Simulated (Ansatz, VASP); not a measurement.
**One calculation of Bi, two programs**

```
Bi
1.0
     2.26750    1.30914    3.93800
    -2.26750    1.30914    3.93800
     0.00000   -2.61828    3.93800
Bi
2
Cartesian
  0.0000 0.0000 2.7921
  0.0000 0.0000 9.0219
```

Alike in both runs: functional PBE; dispersion D3(BJ); k mesh 12 × 12 × 12; occupations gaussian, width 0.1 eV; no spin polarisation.

Ansatz relaxed the structure, and its values are those at the end. VASP's run is a single point on that final structure, the one shown.

|  | VASP | Ansatz |
| --- | --- | --- |
| version | VASP 6.6.1 | Ansatz 0.2.0 |
| potentials or method | VASP PAW PBE potentials, release 64 (Bi_d), cutoff 520 eV | scalar-relativistic, plane waves, PAW |
| valence electrons in the cell | 30 | 30 |

VASP gave:

- gap on the k mesh at the Fermi level (eV): none
- pressure (GPa): -0.5
- rms of the force components (eV/Å): 0.001

Q: What did Ansatz give for the same quantities?

A: gap on the k mesh at the Fermi level (eV): none; pressure (GPa): -0.5; rms of the force components (eV/Å): 0.005.

A gap of «none» marks a metal or a gap that the smearing closes. Ansatz's warnings: stress scf threshold loose.

Neither program's run includes spin-orbit coupling.
